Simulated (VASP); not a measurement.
A run of VASP 6.6.1 is set up as follows.

Contents of INCAR:

```
SYSTEM = Be3Cr
ALGO     = Normal         ! electronic algorithm
EDIFF    = 1E-6           ! SCF threshold, eV
ENCUT    = 520            ! plane-wave cutoff, eV
GGA      = PE             ! functional
ISIF     = 2              ! what is computed and relaxed
ISMEAR   = 0              ! smearing method
IVDW     = 13             ! dispersion correction
LASPH    = .TRUE.         ! aspherical terms in the spheres
LCHARG   = .TRUE.         ! write CHGCAR
LELF     = .TRUE.         ! ELF
LREAL    = .FALSE.        ! projectors in reciprocal space
LVHAR    = .TRUE.       
LWAVE    = .FALSE.        ! write WAVECAR
NBANDS   = 17             ! bands
NELM     = 100            ! most SCF steps
PREC     = Accurate       ! precision mode
SIGMA    = 0.1            ! smearing width, eV
```

KPOINTS

```
k-points
0
G
  14 14 14
  0 0 0
```

POSCAR

```
Be3Cr
1.0
    3.2732461613      0.0000000000      0.0000000000
    0.0000000000      3.2732461613      0.0000000000
    0.0000000000      0.0000000000      3.2732461613
Be Cr
3 1
Direct
    0.0000000000      0.5000000000      0.5000000000
    0.5000000000      0.0000000000      0.5000000000
    0.5000000000      0.5000000000      0.0000000000
    0.0000000000      0.0000000000      0.0000000000
```

Potentials or basis: VASP PAW PBE potentials, release 64 (Be, Cr_pv).

Command:

```console
$ cat potpaw_PBE.64/Be/POTCAR potpaw_PBE.64/Cr_pv/POTCAR > POTCAR
$ mpirun -np 1 vasp_std > vasp.out
```

**Question.** Estimate the pressure.

**Answer.** -2.8 GPa.

**Question.** Predict the dispersion energy per atom.

**Answer.** -0.185 eV.

**Question.** Predict the band gap on the k mesh.

**Answer.** Zero (bands 9 and 10 overlap by 2.55 eV).

Caveat: the run has no spin polarisation, though such a crystal can be magnetic. Spin polarisation is off, so any magnetic state and its effect on volume and gap are missing.
